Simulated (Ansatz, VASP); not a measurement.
## Two plane-wave programs on Be

```xyz
2
Lattice="-2.1091 2.1091 1.0559 2.1091 -2.1091 1.0559 2.1091 2.1091 -1.0559" Properties=species:S:1:pos:R:3 pbc="T T T"
Be    0.0000   -1.0545   -0.2640
Be    0.0000    1.0545    0.2640
```

Alike in both runs: functional PBE; k mesh 20 × 20 × 20; occupations fermi-dirac, width 0.08 eV; no spin polarisation.

Ansatz relaxed the structure, and its values are those at the end. VASP's run is a single point on that final structure, the one shown.

|  | VASP | Ansatz |
| --- | --- | --- |
| version | VASP 6.6.1 | Ansatz 0.2.0 |
| potentials or method | VASP PAW PBE potentials, release 64 (Be) | PAW with Ansatz's default frozen-core files, scalar-relativistic |
| plane-wave cutoff (eV) | 520 | 420 |
| valence electrons in the cell | 4 | 4 |

Ansatz gave:

```
pressure (GPa) : 0.0
```

Problem. What did VASP give for the same quantities?

Solution. Pressure (GPa): 0.1.

With one functional, cell and mesh, what is left measures potentials, basis and numerics.
